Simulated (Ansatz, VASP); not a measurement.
## CsMg7 in VASP and in Ansatz

```
Cs Mg
1.0
     7.01544    0.00000    0.00000
    -3.50772    6.07555    0.00000
     0.00000    0.00000    5.44585
Cs Mg
1 7
Cartesian
  -0.0142 0.0205 -0.0186
  3.5142 2.0088 2.7379
  1.5775 4.9783 2.7817
  -1.5773 4.9798 2.7404
  0.0041 2.2100 2.7154
  0.0094 6.0429 0.0004
  1.7064 3.1106 -0.0249
  -1.6950 3.0589 0.0197
```

Change from the starting cell: atoms moved at random, drawn with an rms of 0.05 Å.

Alike in both runs: task single point; functional PBE; k mesh 5 × 5 × 5; occupations fermi-dirac, width 0.05 eV; no spin polarisation.

|  | VASP | Ansatz |
| --- | --- | --- |
| version | VASP 6.6.1 | Ansatz 0.2.0 |
| potentials or method | VASP PAW PBE potentials, release 64 (Cs_sv, Mg) | Ansatz PAW |
| plane-wave cutoff (eV) | 520 | 420 |
| valence electrons in the cell | 23 | 79 |

```tsv
	VASP	Ansatz	Ansatz less VASP
gap on the k mesh at the Fermi level (eV)	none	none	-
pressure (GPa)	-0.1	0.0	+0.06
traceless stress, the component that is largest in VASP (GPa)	0.18	0.19	+0.011
rms of the force components (eV/Å)	0.078	0.077	-0.0010
```

Atom by atom the forces differ by 0.002 eV/Å (rms over components). A gap of «none» marks a metal or a gap that the smearing closes. With one functional, cell and mesh, what is left measures potentials, basis and numerics. VASP's potentials hold 23 valence electrons a cell and Ansatz's 79, so a difference there can come from the potentials and not from the codes.

Neither program's run includes spin-orbit coupling.
